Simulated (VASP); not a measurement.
Runs of VASP 6.6.1 on GaSb. The structure is that of space group Immm (No. 71), or close to it. The cells are those of the table. 

| cell | gap on the mesh (eV) | pressure (GPa) |
| --- | --- | --- |
| a = 4.208 Å, angles 134.4, 109.6, 88.0°, 2 atoms | none | (a) |
| a = 4.200 Å, angles 135.8, 97.7, 98.6°, 2 atoms | none | 1.1 |
| a = 4.284 Å, angles 139.0, 104.1, 90.1°, 2 atoms | none | 1.2 |
| a = 4.118 Å, angles 130.9, 103.3, 96.6°, 2 atoms | none | 1.1 |

Alike in all rows: task single point; level PBE; potentials or basis VASP PAW PBE potentials, release 64 (Ga_d, Sb); no spin polarisation; k mesh 16 × 16 × 16; cutoff (eV) 520; smearing gaussian 0.15 eV.

Task: Fill in the values left out.

Result: (a) 0.9.

Caveats: spin-orbit coupling is left out, which moves the levels of the heavy elements; the stress differs along the axes, from -5 to 5 GPa (at least some runs); the stress differs along the axes, from -3 to 7 GPa (at least some runs); the stress differs along the axes, from -4 to 5 GPa (at least some runs); the stress differs along the axes, from -3 to 8 GPa (at least some runs).

A k mesh can miss the band edges, and the runs leave out spin-orbit coupling on Ga, Sb.

A gap of «none» marks levels without a gap at the run's occupations.
